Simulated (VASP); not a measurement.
**InSe: electric field gradients with PBE**

InSe:

```
CELL_PARAMETERS angstrom
5.84828 -2.04813 0.00000
5.84828 2.04813 0.00000
-1.59407 0.00000 4.30920
ATOMIC_POSITIONS crystal
In 0.88400 0.88400 0.00500
In 0.11600 0.11600 0.99500
Se 0.66000 0.66000 0.64200
Se 0.34000 0.34000 0.35800
```

```
Program                : VASP 6.6.1
Task                   : electric field gradients
Functional             : PBE
Potentials or basis    : VASP PAW PBE potentials, release 64 (In_d, Se)
Cutoff                 : 520 eV
k mesh                 : 7 × 7 × 6
Occupations            : fermi-dirac, width 0.02 eV
Spin                   : no spin polarisation
Dipole correction      : no
Further INCAR settings : ALGO = Normal; EDIFF = 1e-08; NBANDS = 27
```

```json
{"Pressure": "3.6 GPa", "Largest force": "0.828 eV/Å", "Band gap on the k mesh": "0.97 eV (least direct gap 1.36 eV)", "Largest electric field gradient by atom": "In -188.8; Se +72.9 V/Å²"}
```

Forces in eV/Å, atoms in the order of the input:
```
In  -0.071  0.000  0.532
In   0.071  0.000 -0.532
Se  -0.795  0.000 -0.231
Se   0.795  0.000  0.231
```

Stress tensor (GPa, compression positive):
```
6.24 0.00 2.46
0.00 1.89 0.00
2.46 0.00 2.77
```

Levels at points of the mesh, in eV from the valence-band top:
```tsv
k point	band 17	band 18	band 19	band 20	band 21	band 22
(0.00, 0.00, 0.00)	-2.31	-1.79	-1.15	2.83	3.50	4.40
(0.00, 0.00, 0.50)	-1.62	-1.17	-0.39	1.11	2.33	3.36
```

Electric field gradients, principal values (V/Å²):
```
atom    least   middle  greatest (by size)
1 In   88.501  100.264            -188.765
2 In   88.501  100.264            -188.765
3 Se  -23.692  -49.199              72.891
4 Se  -23.692  -49.199              72.891
```

Wall time 2.6 min on 1 thread of Intel(R) Xeon(R) 6975P-C (Granite Rapids), with other jobs on the host, peak memory 0.41 GiB.

Caveat: the cell stands under pressure; without QUAD_EFG the Cq values of the log hold for a quadrupole moment of 1 mb, not for the nuclei; spin-orbit coupling is left out, which moves the levels of the heavy elements; an odd mesh through Γ misses points on the zone boundary, where band edges can lie.
